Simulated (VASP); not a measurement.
# Y (P6_3/mmc) in VASP: a series of runs, part 2 of 2

VASP 6.6.1. Earlier steps stand in the parts before.

## Step 3: Single point, PBEsol

This run uses another cell than the first one, of 32.35 Å³/atom, 1.021 times its volume.

The input, INCAR:

```
SYSTEM = Y
ALGO = Fast ; EDIFF = 1E-7
ENCUT = 520 ; GGA = PS
ISIF = 2 ; ISMEAR = -1
LASPH = .TRUE. ; LCHARG = .TRUE.
LELF = .TRUE. ; LREAL = .FALSE.
LVHAR = .TRUE. ; LWAVE = .FALSE.
NBANDS = 18 ; NELM = 80
PREC = Accurate ; SIGMA = 0.05
```

The input, KPOINTS:

```
k-points
0
G
  8 8 5
  0 0 0
```

The input, POSCAR:

```
Y
1.0
    3.6229200678      0.0000000000      0.0000000000
   -1.8114600339      3.1375408146      0.0000000000
    0.0000000000      0.0000000000      5.6921384384
Y
2
Direct
    0.6666666667      0.3333333333      0.7500000000
    0.3333333333      0.6666666667      0.2500000000
```

Potentials or basis: VASP PAW PBE potentials, release 64 (Y_sv).

Run with:

```bash
> cat potpaw_PBE.64/Y_sv/POTCAR > POTCAR
> mpirun -np 1 vasp_std > vasp.out
```

OUTCAR:

```text
SYSTEM = Y
   EDIFF = 1E-7
   ENCUT = 520
   GGA = PS
   ISIF = 2
   ISMEAR = -1
   LASPH = .TRUE.
   LREAL = .FALSE.
   NELM = 80
   PREC = Accurate

 ion  position               nearest neighbor table
   1  0.667  0.333  0.750-   2 3.53   2 3.53   2 3.53   2 3.53   2 3.53   2 3.53
   2  0.333  0.667  0.250-   1 3.53   1 3.53   1 3.53   1 3.53   1 3.53   1 3.53

  LATTYP: Found a hexagonal cell.
 ALAT       =     3.6229200678
 C/A-ratio  =     1.5711465701

  Lattice vectors:

 A1 = (   3.6229200678,   0.0000000000,   0.0000000000)
 A2 = (  -1.8114600339,   3.1375408146,   0.0000000000)
 A3 = (   0.0000000000,   0.0000000000,   5.6921384384)

Analysis of symmetry for initial positions (statically):
=====================================================================
 Subroutine PRICEL returns:
 Original cell was already a primitive cell.

 Routine SETGRP: Setting up the symmetry group for a
 hexagonal supercell.

 Subroutine GETGRP returns: Found 24 space group operations
 (whereof 12 operations were pure point group operations)
 out of a pool of 24 trial point group operations.

The static configuration has the point symmetry D_3d.
 The point group associated with its full space group is D_6h.

Analysis of symmetry for dynamics (positions and initial velocities):
=====================================================================
 Subroutine PRICEL returns:
 Original cell was already a primitive cell.

 Routine SETGRP: Setting up the symmetry group for a
 hexagonal supercell.

 Subroutine GETGRP returns: Found 24 space group operations
 (whereof 12 operations were pure point group operations)
 out of a pool of 24 trial point group operations.

The dynamic configuration has the point symmetry D_3d.
 The point group associated with its full space group is D_6h.

 Subroutine INISYM returns: Found 24 space group operations
 (whereof 12 operations are pure point group operations),
 and found     1 'primitive' translations

----------------------------------------------------------------------------------------

[... 108 lines left out ...]
   EFERMI_NEDOS =   21; number of points for ismear=-14 and -15
   IALGO  =     68    algorithm
   IMIX   =      4    mixing-type and parameters
     AMIX     =   0.40;   BMIX     =  1.00
     AMIX_MAG =   1.60;   BMIX_MAG =  1.00
  volume/ion in A,a.u.               =      32.35       218.32
  Fermi-wavevector in a.u.,A,eV,Ry     =   1.142636  2.159269 17.763995  1.305617
  Thomas-Fermi vector in A             =   2.279333
   LORBIT       =      0    0 simple, 1 ext, 2 COOP (PROOUT), +10 PAW based schemes
   GGA     = PS    functional components
   LHFCALC =     F    Hartree Fock is set to
   AEXX    =    0.0000 exact exchange contribution
   IVDW    =     0    specifies the selected vdW correction
   LEPSILON=     F    determine dielectric tensor
   LRPA    =     F    only Hartree local field effects (RPA)
 non-spin polarized calculation
 RMM-DIIS sequential band-by-band and
  energy-cutoff  :      520.00
  volume of cell :       64.70
 maximum number of plane-waves:      1773
 NGX is ok and might be reduce to    28
   NGX = 13   NGY = 13   NGZ = 21

 number of electron      22.0000000 magnetization

 Free energy of the ion-electron system (eV)
  ---------------------------------------------------
  ext. energy  EPLUGINS =         0.00000000
  ---------------------------------------------------
  free energy    TOTEN  =       -13.63509076 eV

  energy without entropy =      -13.59496776  energy(sigma->0) =      -13.61502926

 E-fermi :   2.9454     XC(G=0):  -9.5926

 val. band max:        2.9426464464   @ k =   0.2500   0.1250   0.0000
 cond. band min:       3.0100453294   @ k =   0.3750  -0.0000   0.0000
 fundamental gap:      0.0673988830
 Fermi energy:         2.9454443601

 k-point     1 :       0.0000    0.0000    0.0000
  band No.  band energies     occupation
      1     -39.5997      2.00000
      2     -39.5210      2.00000
      3     -19.9165      2.00000
      4     -19.4125      2.00000
      5     -19.4125      2.00000
      6     -19.3185      2.00000
[... 481 lines left out ...]
      5     -19.4894      2.00000
      6     -19.4684      2.00000
[... 10 lines left out ...]
     17       7.5046      0.00000
     18       7.6441      0.00000

 [... further k-points ...]
[... 5 lines left out ...]
  --------------------------------------------------------------------------------------
  -------------------------------------------------------------------------------------
  Total       -0.5038550     -0.5038550     -0.6799144      0.0000000      0.0000000      0.0000000
  in kB      -12.4764951    -12.4764951    -16.8360896      0.0000000      0.0000000      0.0000000
  external PRESSURE =     -13.9296932 kB  Pullay stress =       0.0000000 kB

 VOLUME and BASIS-vectors are now :
 -----------------------------------------------------------------------------
  energy-cutoff  :      520.00
  volume of cell :       64.70
      direct lattice vectors                 reciprocal lattice vectors
     3.622920068  0.000000000  0.000000000     0.276020442  0.159360477  0.000000000
    -1.811460034  3.137540815  0.000000000     0.000000000  0.318720953  0.000000000
     0.000000000  0.000000000  5.692138438     0.000000000  0.000000000  0.175680899

 POSITION                                       TOTAL-FORCE (eV/Angst)
 -----------------------------------------------------------------------------------
      1.81146      1.04585      4.26910        -0.000000      0.000000      0.000000
     -0.00000      2.09169      1.42303         0.000000      0.000000      0.000000
 -----------------------------------------------------------------------------------
    total drift:                               -0.000000      0.000000     -0.000000

  FREE ENERGIE OF THE ION-ELECTRON SYSTEM (eV)
  ---------------------------------------------------
  free  energy   TOTEN  =       -13.6350907600 eV

  energy  without entropy=      -13.5949677606  energy(sigma->0) =      -13.61502926
```

OSZICAR:

```text
N       E                     dE             d eps       ncg     rms          rms(c)
DAV:   1     0.851553205358E+02    0.85155E+02   -0.11309E+04  1080   0.116E+03
DAV:   2    -0.663149708126E+01   -0.91787E+02   -0.90306E+02  1332   0.256E+02
DAV:   3    -0.139262887066E+02   -0.72948E+01   -0.71855E+01  1870   0.423E+01
[... 14 lines left out ...]
RMM:  18    -0.136350899537E+02   -0.69232E-06   -0.68388E-06  1475   0.612E-03    0.245E-03
RMM:  19    -0.136350904059E+02   -0.45215E-06   -0.35422E-06  1350   0.470E-03    0.461E-04
RMM:  20    -0.136350905926E+02   -0.18673E-06   -0.20843E-06  1109   0.306E-03    0.701E-04
RMM:  21    -0.136350907073E+02   -0.11463E-06   -0.11226E-06   980   0.231E-03    0.289E-04
RMM:  22    -0.136350907600E+02   -0.52723E-07   -0.68479E-07   830   0.173E-03
   1 F= -.13635091E+02 E0= -.13615029E+02  d E =-.401230E-01
```

stdout:

```text
POSCAR found type information on POSCAR Y
 POSCAR found :  1 types and       2 ions
 scaLAPACK will be used
[... 21 lines left out ...]
 num prob  num prob  num prob  num prob RMM:  19    -0.136350904059E+02   -0.45215E-06   -0.35422E-06  1350   0.470E-03    0.461E-04
 num prob  num prob  num prob  num prob  num prob  num prob  num prob  num prob  num prob  num prob RMM:  20    -0.136350905926E+02   -0.18673E-06   -0.20843E-06  1109   0.306E-03    0.701E-04
 num prob  num prob  num prob  num prob  num prob  num prob  num prob RMM:  21    -0.136350907073E+02   -0.11463E-06   -0.11226E-06   980   0.231E-03    0.289E-04
 num prob  num prob  num prob  num prob  num prob  num prob RMM:  22    -0.136350907600E+02   -0.52723E-07   -0.68479E-07   830   0.173E-03
```

Run time: 1.8 min. Hardware: 1 thread of AMD EPYC 7R13 (Zen 3), shared host; peak memory 0.17 GiB.

Results:

```yaml
Free_energy: -13.6351 eV
Pressure: -1.4 GPa
Band_gap_on_the_k_mesh: zero (band 11 reaches 3.90 eV, above the bottom of band 12 at 2.53 eV)
```

Caveat: the PAW data sets were made with another functional, which shifts forces and pressure a little.

## Step 4: Single point, PBEsol

This run uses another cell than the first one, of 34.33 Å³/atom, 1.083 times its volume.

The input, INCAR:

```
PREC = Accurate
ENCUT = 520
EDIFF = 1E-6
ISMEAR = -1
SIGMA = 0.05
LREAL = F
LASPH = T
NELM = 100
ALGO = Normal
ISIF = 2
LWAVE = F
LCHARG = F
GGA = PS
NBANDS = 18
```

The input, KPOINTS:

```
Automatic mesh
0
Gamma
  8 8 5
```

The input, POSCAR:

```
Y
1.0
    3.6953976095      0.0000000000      0.0000000000
   -1.8476988047      3.2003082069      0.0000000000
    0.0000000000      0.0000000000      5.8060112795
Y
2
Direct
    0.6666666667      0.3333333333      0.7500000000
    0.3333333333      0.6666666667      0.2500000000
```

Run with:

```bash
> cat potpaw_PBE.64/Y_sv/POTCAR > POTCAR
> mpirun -np 1 vasp_std > vasp.out
```

Wall time 75 s (1 thread of AMD EPYC 7R13 (Zen 3), shared host); peak memory 0.18 GiB.

The run converged. Its results:

- Free energy: -13.5745 eV
- Pressure: -3.4 GPa
- Band gap on the k mesh: zero (band 11 reaches 3.44 eV, above the bottom of band 12 at 2.21 eV)

Stress tensor (GPa, compression positive):
```
-3.29  0.00  0.00
 0.00 -3.29  0.00
 0.00  0.00 -3.76
```

Levels at points of the mesh, in eV from the Fermi level:
```tsv
k point	band 7	band 8	band 9	band 10	band 11	band 12	band 13	band 14	band 15	band 16
(0.00, 0.00, 0.00)	-22.46	-22.43	-4.62	-1.80	0.77	1.71	1.71	1.98	2.27	2.27
(0.50, 0.00, 0.00)	-22.56	-22.51	-1.66	-1.11	-0.74	-0.15	1.32	1.44	1.97	4.81
```

Caveat: the PAW data sets were made with another functional, which shifts forces and pressure a little.

## Step 5: Summary

```tsv
cell	gap on the mesh (eV)	pressure (GPa)
a = 3.598, b = 3.598, c = 5.653 Å, angles 90.0, 90.0, 120.0°, 2 atoms	none	-0.6
a = 3.623, b = 3.623, c = 5.692 Å, angles 90.0, 90.0, 120.0°, 2 atoms	none	-1.4
a = 3.695, b = 3.695, c = 5.806 Å, angles 90.0, 90.0, 120.0°, 2 atoms	none	-3.4
```

Alike in all rows: task single point; level PBEsol; potentials or basis VASP PAW PBE potentials, release 64 (Y_sv); no spin polarisation; k mesh 8 × 8 × 5; cutoff (eV) 520; smearing fermi-dirac 0.05 eV.

Caveats: the PAW data sets were made with another functional, which shifts forces and pressure a little.

Total energies depend on the potentials used, so only differences within one code and one set of settings carry meaning.
